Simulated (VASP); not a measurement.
Wanted: the native input for a VASP 6.6.1 run.

* Task: single point
* Functional: PBE
* Potentials or basis: VASP PAW PBE potentials, release 64 (Sn_d)
* Cutoff: 520 eV
* k mesh: 19 × 19 × 19
* Occupations: fermi-dirac, width 0.1 eV
* Spin: no spin polarisation
* Dipole correction: no
* Further INCAR settings: ALGO = Normal; EDIFF = 1e-06; NBANDS = 13

The structure of Sn lies in POSCAR:

```
Sn
1.0
   -1.8513948492      1.8513948492      1.8513948492
    1.8513948492     -1.8513948492      1.8513948492
    1.8513948492      1.8513948492     -1.8513948492
Sn
1
Direct
    0.0000000000      0.0000000000      0.0000000000
```

This isn't the form of Sn at room conditions, which is tetragonal (white tin).

These files were run (other wordings do the same):

INCAR

```
SYSTEM = Sn
PREC     = Accurate       ! precision mode
ENCUT    = 520            ! plane-wave cutoff, eV
EDIFF    = 1E-6           ! SCF threshold, eV
ISMEAR   = -1             ! smearing method
SIGMA    = 0.1            ! smearing width, eV
LREAL    = .FALSE.        ! projectors in reciprocal space
LASPH    = .TRUE.         ! aspherical terms in the spheres
NELM     = 60             ! most SCF steps
ALGO     = Normal         ! electronic algorithm
ISIF     = 2              ! what is computed and relaxed
LWAVE    = .FALSE.        ! write WAVECAR
LCHARG   = .TRUE.         ! write CHGCAR
GGA      = PE             ! functional
LELF     = .TRUE.         ! ELF
LVHAR    = .TRUE.       
NBANDS   = 13             ! bands
```

KPOINTS

```
Automatic mesh
0
G
  19 19 19
  0 0 0
```

Potentials or basis: VASP PAW PBE potentials, release 64 (Sn_d).

Run with:

```console
$ cat potpaw_PBE.64/Sn_d/POTCAR > POTCAR
$ mpirun -np 1 vasp_std > vasp.out
```

Results of the run:

* Pressure: 4.9 GPa
* Band gap on the k mesh: zero (bands 7 and 8 overlap by 11.26 eV)

Caveat: the cell stands under pressure; spin-orbit coupling is left out, which moves the levels of the heavy elements.

Run time: 51 s on 1 thread of Intel Xeon 8259CL, on a shared host, peak memory 0.19 GiB.
